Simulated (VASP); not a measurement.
# MgCd3S4 (Cmmm) in VASP: single point with PBE

Aim: the single point of MgCd3S4 with PBE.

Program: VASP 6.6.1. These are calculated values, not measurements. Logs are shortened: lines on timing, memory, paths and dates and some standing lists are left out, and cuts for length are marked.

### Step 1. The cell of the first run

The structure is orthorhombic, space group Cmmm (No. 65). The conventional cell has a = 7.692 Å, b = 10.871 Å, c = 3.846 Å, α = 90.00°, β = 90.00°, γ = 90.00°. Within 3.5 Å of Mg (site symmetry mmm) lie 6 S at 2.67 to 2.68 Å. Within 3.6 Å of Cd (site symmetry 2/m) lie 6 S at 2.72 Å. Within 3.6 Å of Cd (site symmetry mmm) lie 6 S at 2.76 to 2.77 Å. S (site symmetry 2mm) has 2 Mg at 2.67 Å and 4 Cd at 2.72 to 2.77 Å within 3.5 Å. S (site symmetry m2m) has 1 Mg at 2.68 Å and 5 Cd at 2.72 to 2.76 Å within 3.5 Å.

### Step 2. Single point, PBE

File INCAR:

```
SYSTEM = MgCd3S4
PREC = Accurate ; ENCUT = 520
EDIFF = 1E-7 ; ISMEAR = 0
SIGMA = 0.01 ; LREAL = .FALSE.
LASPH = .TRUE. ; NELM = 80
ALGO = Normal ; ISIF = 2
LWAVE = .FALSE. ; LCHARG = .FALSE.
GGA = PE ; NBANDS = 41
```

File KPOINTS:

```
regular mesh
0
G
  6 6 10
  0 0 0
```

File POSCAR:

```
MgCd3S4
1.0
    3.8459411391     -5.4355383791      0.0000000000
    3.8459411391      5.4355383791      0.0000000000
    0.0000000000      0.0000000000      3.8457979253
Mg Cd S
1 3 4
Direct
    0.0000000000      0.0000000000      0.5000000000
    0.0000000000      0.5000000000      0.0000000000
    0.5000000000      0.5000000000      0.5000000000
    0.5000000000      0.0000000000      0.0000000000
    0.7584493941      0.7584493941      0.0000000000
    0.7538494997      0.2461505003      0.5000000000
    0.2461505003      0.7538494997      0.5000000000
    0.2415506059      0.2415506059      0.0000000000
```

Potentials or basis: VASP PAW PBE potentials, release 64 (Mg, Cd, S).

Launch:

```
> cat potpaw_PBE.64/Mg/POTCAR potpaw_PBE.64/Cd/POTCAR potpaw_PBE.64/S/POTCAR > POTCAR
> mpirun -np 1 vasp_std > vasp.out
```

OUTCAR:

```text
SYSTEM = MgCd3S4
   PREC = Accurate
   ENCUT = 520
   EDIFF = 1E-7
   ISMEAR = 0
   LREAL = .FALSE.
   LASPH = .TRUE.
   NELM = 80
   ISIF = 2
   GGA = PE

 ion  position               nearest neighbor table
   1  0.000  0.000  0.500-   5 2.67   8 2.67   5 2.67   8 2.67   7 2.68   6 2.68
   2  0.000  0.500  0.000-   5 2.72   8 2.72   7 2.72   6 2.72   6 2.72   7 2.72
   3  0.500  0.500  0.500-   6 2.76   7 2.76   5 2.77   8 2.77   5 2.77   8 2.77
   4  0.500  0.000  0.000-   5 2.72   8 2.72   7 2.72   6 2.72   6 2.72   7 2.72
   5  0.758  0.758  0.000-   1 2.67   1 2.67   4 2.72   2 2.72   3 2.77   3 2.77
   6  0.754  0.246  0.500-   1 2.68   2 2.72   4 2.72   2 2.72   4 2.72   3 2.76
   7  0.246  0.754  0.500-   1 2.68   2 2.72   4 2.72   2 2.72   4 2.72   3 2.76
   8  0.242  0.242  0.000-   1 2.67   1 2.67   4 2.72   2 2.72   3 2.77   3 2.77

  LATTYP: Found a base centered orthorhombic cell.
 ALAT       =     7.6918822782
 B/A-ratio  =     1.4133181405
 C/A-ratio  =     0.4999813812

  Lattice vectors:

 A1 = (   3.8459411391,  -5.4355383791,   0.0000000000)
 A2 = (   3.8459411391,   5.4355383791,   0.0000000000)
 A3 = (   0.0000000000,   0.0000000000,   3.8457979253)

Analysis of symmetry for initial positions (statically):
=====================================================================
 Subroutine PRICEL returns:
 Original cell was already a primitive cell.

 Routine SETGRP: Setting up the symmetry group for a
 base centered orthorhombic supercell.

 Subroutine GETGRP returns: Found  8 space group operations
 (whereof  8 operations were pure point group operations)
 out of a pool of  8 trial point group operations.

The static configuration has the point symmetry D_2h.

Analysis of symmetry for dynamics (positions and initial velocities):
=====================================================================
 Subroutine PRICEL returns:
 Original cell was already a primitive cell.

 Routine SETGRP: Setting up the symmetry group for a
 base centered orthorhombic supercell.

 Subroutine GETGRP returns: Found  8 space group operations
 (whereof  8 operations were pure point group operations)
 out of a pool of  8 trial point group operations.

The dynamic configuration has the point symmetry D_2h.

 Subroutine INISYM returns: Found  8 space group operations
 (whereof  8 operations are pure point group operations),
 and found     1 'primitive' translations

----------------------------------------------------------------------------------------

                                     Primitive cell

  volume of cell :     160.7910

  direct lattice vectors                    reciprocal lattice vectors
[... 110 lines left out ...]
   NELECT =      62.0000    total number of electrons
   NUPDOWN=      -1.0000    fix difference up-down
   EMIN   =  10.00;   EMAX   =-10.00  energy-range for DOS
   EFERMI =   0.00;   METHOD = LEGACY
   ISMEAR =     0;   SIGMA  =   0.01  broadening in eV -4-tet -1-fermi 0-gaus
   EFERMI_NEDOS =   21; number of points for ismear=-14 and -15
   IALGO  =     38    algorithm
   IMIX   =      4    mixing-type and parameters
     AMIX     =   0.40;   BMIX     =  1.00
     AMIX_MAG =   1.60;   BMIX_MAG =  1.00
  volume/ion in A,a.u.               =      20.10       135.63
  Fermi-wavevector in a.u.,A,eV,Ry     =   1.191566  2.251734 19.317960  1.419830
  Thomas-Fermi vector in A             =   2.327625
   LORBIT       =      0    0 simple, 1 ext, 2 COOP (PROOUT), +10 PAW based schemes
   GGA     = PE    functional components
   LHFCALC =     F    Hartree Fock is set to
   AEXX    =    0.0000 exact exchange contribution
   IVDW    =     0    specifies the selected vdW correction
   LEPSILON=     F    determine dielectric tensor
   LRPA    =     F    only Hartree local field effects (RPA)
 non-spin polarized calculation
 Gauss-broadening in eV      SIGMA  =   0.01
  energy-cutoff  :      520.00
  volume of cell :      160.79
 maximum number of plane-waves:      4352
 NGX is ok and might be reduce to    50
   NGX = 25   NGY = 25   NGZ = 15

 number of electron      61.9999978 magnetization

 Free energy of the ion-electron system (eV)
  ---------------------------------------------------
  ext. energy  EPLUGINS =         0.00000000
  ---------------------------------------------------
  free energy    TOTEN  =       -25.99802737 eV

  energy without entropy =      -25.99802737  energy(sigma->0) =      -25.99802737

 E-fermi :   3.1751     XC(G=0): -10.1588

 val. band max:        3.1182185228   @ k =   0.0000   0.0000   0.0000
 cond. band min:       3.3733588544   @ k =   0.5000   0.5000   0.5000
 fundamental gap:      0.2551403316
 Fermi energy:         3.1750646821

 k-point     1 :       0.0000    0.0000    0.0000
  band No.  band energies     occupation
      1      -9.7203      2.00000
      2      -8.7066      2.00000
      3      -8.6020      2.00000
      4      -8.5607      2.00000
      5      -4.8677      2.00000
      6      -4.8461      2.00000
[... 1045 lines left out ...]
     40       9.7962      0.00000
     41      10.0869      0.00000

 [... further k-points ...]

------------------------ aborting loop because EDIFF is reached ----------------------------------------

  FORCE on cell =-STRESS in cart. coord.  units (eV):
  Direction    XX          YY          ZZ          XY          YZ          ZX
  --------------------------------------------------------------------------------------
  -------------------------------------------------------------------------------------
  Total        0.2320738      0.2896913      0.2264609     -0.0000000      0.0000000      0.0000000
  in kB        2.3124646      2.8865851      2.2565353     -0.0000000      0.0000000      0.0000000
  external PRESSURE =       2.4851950 kB  Pullay stress =       0.0000000 kB

 VOLUME and BASIS-vectors are now :
 -----------------------------------------------------------------------------
  energy-cutoff  :      520.00
  volume of cell :      160.79
      direct lattice vectors                 reciprocal lattice vectors
     3.845941139 -5.435538379  0.000000000     0.130007190 -0.091987208  0.000000000
     3.845941139  5.435538379  0.000000000     0.130007190  0.091987208  0.000000000
     0.000000000  0.000000000  3.845797925     0.000000000  0.000000000  0.260024062

 POSITION                                       TOTAL-FORCE (eV/Angst)
 -----------------------------------------------------------------------------------
      0.00000      0.00000      1.92290         0.000000      0.000000      0.000000
      1.92297      2.71777      0.00000        -0.000000     -0.000000      0.000000
      3.84594      0.00000      1.92290        -0.000000     -0.000000      0.000000
      1.92297     -2.71777      0.00000         0.000000     -0.000000      0.000000
      5.83390      0.00000      0.00000         0.036948      0.000000      0.000000
      3.84594     -2.75962      1.92290         0.000000     -0.026164     -0.000000
      3.84594      2.75962      1.92290         0.000000      0.026164      0.000000
      1.85798      0.00000      0.00000        -0.036948      0.000000     -0.000000
 -----------------------------------------------------------------------------------
    total drift:                                0.000000      0.000000     -0.000000

  FREE ENERGIE OF THE ION-ELECTRON SYSTEM (eV)
  ---------------------------------------------------
  free  energy   TOTEN  =       -25.9980273664 eV

  energy  without entropy=      -25.9980273664  energy(sigma->0) =      -25.99802737
```

OSZICAR:

```text
N       E                     dE             d eps       ncg     rms          rms(c)
DAV:   1     0.425327498455E+03    0.42533E+03   -0.29670E+04  6396   0.140E+03
DAV:   2     0.779671850413E+00   -0.42455E+03   -0.40404E+03  7151   0.337E+02
DAV:   3    -0.279064267792E+02   -0.28686E+02   -0.28424E+02  7595   0.861E+01
DAV:   4    -0.283066529617E+02   -0.40023E+00   -0.39973E+00  7430   0.997E+00
DAV:   5    -0.283137177211E+02   -0.70648E-02   -0.70631E-02  7988   0.127E+00    0.136E+01
DAV:   6    -0.260752862604E+02    0.22384E+01   -0.46030E+00  8128   0.169E+01    0.115E+01
DAV:   7    -0.260054439552E+02    0.69842E-01   -0.16540E+00  7534   0.558E+00    0.617E+00
DAV:   8    -0.260025671798E+02    0.28768E-02   -0.17613E-01  7160   0.335E+00    0.782E-01
DAV:   9    -0.259977767042E+02    0.47905E-02   -0.31857E-02  7572   0.165E+00    0.172E-01
DAV:  10    -0.259979141260E+02   -0.13742E-03   -0.25410E-03  7186   0.350E-01    0.120E-01
DAV:  11    -0.259979588784E+02   -0.44752E-04   -0.19185E-04  7698   0.713E-02    0.104E-01
DAV:  12    -0.259980352330E+02   -0.76355E-04   -0.10486E-04  6942   0.761E-02    0.548E-02
DAV:  13    -0.259980277613E+02    0.74717E-05   -0.28078E-05  7480   0.491E-02    0.127E-02
DAV:  14    -0.259980278246E+02   -0.63356E-07   -0.11589E-06  7340   0.612E-03    0.858E-03
DAV:  15    -0.259980277050E+02    0.11961E-06   -0.51857E-07  6692   0.557E-03    0.111E-02
DAV:  16    -0.259980273947E+02    0.31032E-06   -0.16898E-07  4872   0.331E-03    0.364E-03
DAV:  17    -0.259980273664E+02    0.28302E-07   -0.36887E-08  4075   0.862E-04
   1 F= -.25998027E+02 E0= -.25998027E+02  d E =-.145900E-18
```

It took 15 min on 1 thread of Intel Xeon 8259CL, shared host; peak memory 0.55 GiB.

What came out:

* Free energy: -25.9980 eV
* Pressure: 0.2 GPa
* Largest force: 0.037 eV/Å
* Band gap on the k mesh: 0.26 eV

Forces in eV/Å, atoms in the order of the input:
```
Mg   0.000  0.000  0.000
Cd   0.000  0.000  0.000
Cd   0.000  0.000  0.000
Cd   0.000  0.000  0.000
S    0.037  0.000  0.000
S    0.000 -0.026  0.000
S    0.000  0.026  0.000
S   -0.037  0.000  0.000
```

Levels at points of the mesh, in eV from the valence-band top:
```csv
k point,band 27,band 28,band 29,band 30,band 31,band 32,band 33,band 34,band 35,band 36
"(0.00, 0.00, 0.00)",-0.72,-0.59,-0.58,-0.06,0.00,0.49,1.36,3.53,3.59,5.39
"(0.50, 0.00, 0.00)",-1.28,-0.65,-0.61,-0.40,-0.39,2.64,2.84,3.42,3.76,5.97
"(0.50, 0.50, 0.00)",-1.48,-1.36,-1.35,-0.73,-0.14,3.04,3.14,4.53,4.66,5.60
"(0.00, 0.00, 0.50)",-2.67,-2.49,-2.30,-0.64,-0.14,3.27,3.49,4.51,4.72,5.55
"(0.50, 0.00, 0.50)",-2.03,-1.50,-1.29,-1.25,-1.24,2.47,2.55,2.74,3.69,5.86
"(0.50, 0.50, 0.50)",-2.13,-0.58,-0.50,-0.06,0.00,0.26,0.97,3.54,3.56,5.38
```

Caveat: semilocal functionals underestimate gaps, and a narrow one can read as zero. A k mesh can miss the band edges.
